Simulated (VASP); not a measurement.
Input of a VASP 6.6.1 run:

File POSCAR:

```
Cu
1.0
    2.2920148125      0.0000000000      0.0000000000
    0.0000000000      2.2920148125      0.0000000000
    0.0000000000      0.0000000000      2.2920148125
Cu
1
Direct
    0.0000000000      0.0000000000      0.0000000000
```

File INCAR.step1:

```
SYSTEM = Cu
  PREC = Accurate
  ENCUT = 770
  ISMEAR = -1
  SIGMA = 0.1
  LREAL = .False.
  LASPH = .True.
  NELM = 120
  NBANDS = 16
  GGA = PE
  ALGO = Normal
  EDIFF = 1E-5
  LWAVE = .True.
  LCHARG = .False.
  GGA_COMPAT = .False.
```

File INCAR.step2:

```
SYSTEM = Cu
  PREC = Accurate
  ENCUT = 770
  EDIFF = 1E-6
  ISMEAR = -1
  SIGMA = 0.1
  LREAL = .False.
  LASPH = .True.
  NELM = 120
  ALGO = Normal
  ISIF = 2
  LWAVE = .False.
  LCHARG = .True.
  METAGGA = R2SCAN
  LMIXTAU = .True.
  LELF = .True.
  LVHAR = .True.
  NBANDS = 16
  ISTART = 1
  GGA_COMPAT = .False.
```

KPOINTS

```
regular mesh
0
Gamma
  10 10 10
  0 0 0
```

Potentials or basis: VASP PAW PBE potentials, release 64 (Cu_sv_GW).

Launch:

```sh
$ cat potpaw_PBE.64/Cu_sv_GW/POTCAR > POTCAR
$ cp INCAR.step1 INCAR
$ mpirun -np 1 vasp_std > vasp.out
$ cp INCAR.step2 INCAR
$ mpirun -np 1 vasp_std > vasp.out
```

Q: Predict the pressure.

A: 11.8 GPa.

Caveat: the PAW data sets were made with another functional, which shifts forces and pressure a little.
